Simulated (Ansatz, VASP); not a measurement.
# Two plane-wave programs on TaC

Contents of INCAR:

```
SYSTEM = TaC
  PREC = Accurate
  ENCUT = 600
  EDIFF = 1E-6
  ISMEAR = 1
  SIGMA = 0.1
  LREAL = .FALSE.
  LASPH = .TRUE.
  NELM = 120
  ALGO = Normal
  ISIF = 2
  LWAVE = .FALSE.
  LCHARG = .FALSE.
  GGA = PE
  NBANDS = 14
  GGA_COMPAT = .FALSE.
```

Contents of KPOINTS:

```
Automatic mesh
0
G
  12 12 12
  0 0 0
```

The input POSCAR:

```
TaC
1.0
    0.0000000000      2.2230000000      2.2230000000
    2.2230000000      0.0000000000      2.2230000000
    2.2230000000      2.2230000000      0.0000000000
Ta C
1 1
Direct
    0.0000000000      0.0000000000      0.0000000000
    0.5000000000      0.5000000000      0.5000000000
```

Input for Ansatz:

```yaml
crystal:
  lattice:
    bravais: fcc
    a: 4.446
  space_group: 225
  atoms:
    - { symbol: Ta, position: [0.0, 0.0, 0.0] }
    - { symbol: C, position: [0.5, 0.0, 0.0] }
  reduce_to_primitive: true
kpoints:
  mp_grid:
    grid: [12, 12, 12]
hamiltonian:
  xc: pbe
scf:
  occupations:
    method: methfessel_paxton
    width: 0.1
output:
  forces: true
  stress: true
```

Alike in both runs: task single point; functional PBE; k mesh 12 × 12 × 12; occupations methfessel-paxton of order 1, width 0.1 eV; no spin polarisation.

|  | VASP | Ansatz |
| --- | --- | --- |
| version | VASP 6.6.1 | Ansatz 0.2.0 |
| potentials or method | VASP PAW PBE potentials, release 64 (Ta_pv, C) | plane waves, PAW |
| plane-wave cutoff (eV) | 600 | 420 |
| valence electrons in the cell | 15 | 17 |

```csv
,VASP,Ansatz,Ansatz less VASP
pressure (GPa),7.4,6.8,-0.62
```

The functional is the same, so the differences come from potentials, cutoffs and numerics. VASP's potentials hold 15 valence electrons a cell and Ansatz's 17, so a difference there can come from the potentials and not from the codes.

Neither program's run includes spin-orbit coupling.
